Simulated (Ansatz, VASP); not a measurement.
**One calculation of ZnSe, two programs**

Contents of INCAR:

```
PREC = Accurate
ENCUT = 450
EDIFF = 1E-7
ISMEAR = 0
SIGMA = 0.02
LREAL = False
LASPH = True
NELM = 120
ALGO = Normal
ISIF = 2
LWAVE = False
LCHARG = False
GGA = PS
IBRION = 2
NSW = 60
EDIFFG = -0.002
GGA_COMPAT = False
NELMIN = 4
```

KPOINTS

```
Automatic mesh
0
Gamma
  8 8 8
```

Contents of POSCAR:

```
ZnSe
1.0
    0.0000000000      2.8448691876      2.7904342862
    2.8448691876      0.0000000000      2.7904342862
    2.8448691876      2.8448691876      0.0000000000
Zn Se
1 1
Direct
    0.0000000000      0.0000000000      0.0000000000
    0.2500000000      0.2500000000      0.2500000000
```

Input for Ansatz:

```yaml
crystal:
  lattice:
    - [0.0, 2.8448691876, 2.7904342862]
    - [2.8448691876, 0.0, 2.7904342862]
    - [2.8448691876, 2.8448691876, 0.0]
  atoms:
    - { symbol: Zn, position: [0.0, 0.0, 0.0] }
    - { symbol: Se, position: [0.25, 0.25, 0.25] }
basis:
  ecutwfc: 420
kpoints:
  mp_grid: { grid: [8, 8, 8] }
hamiltonian:
  xc: pbesol
  pseudopotentials: { kind: paw, azcp: { folder: soft_1 } }
scf:
  occupations: { method: gaussian, width: 0.02 }
output:
  forces: true
  stress: true
  eigenvalues: true
relax:
  adjacent_minimum: "off"
  f_tol: 0.002
  max_steps: 40
```

Change from the starting cell: strained cell.

Alike in both runs: task relaxation of the atoms; functional PBEsol; k mesh 8 × 8 × 8; occupations gaussian, width 0.02 eV; no spin polarisation.

|  | VASP | Ansatz |
| --- | --- | --- |
| version | VASP 6.6.1 | Ansatz 0.2.0 |
| potentials or method | VASP PAW PBE potentials, release 64 (Zn, Se), cutoff 450 eV | scalar-relativistic, plane waves, PAW |
| valence electrons in the cell | 18 | 28 |

```csv
,VASP,Ansatz,Ansatz less VASP
"gap on the k mesh at the Fermi level, each at its own relaxed structure (eV)",1.15,1.15,-0.007
```

VASP's potentials were made for PBE, not for PBEsol, and Ansatz warns of the same on its side. VASP's potentials hold 18 valence electrons a cell and Ansatz's 28, so a difference there can come from the potentials and not from the codes. Ansatz's warnings: stress scf threshold loose.

Noted on VASP's run: the relaxation stopped at its first step, so nothing moved.
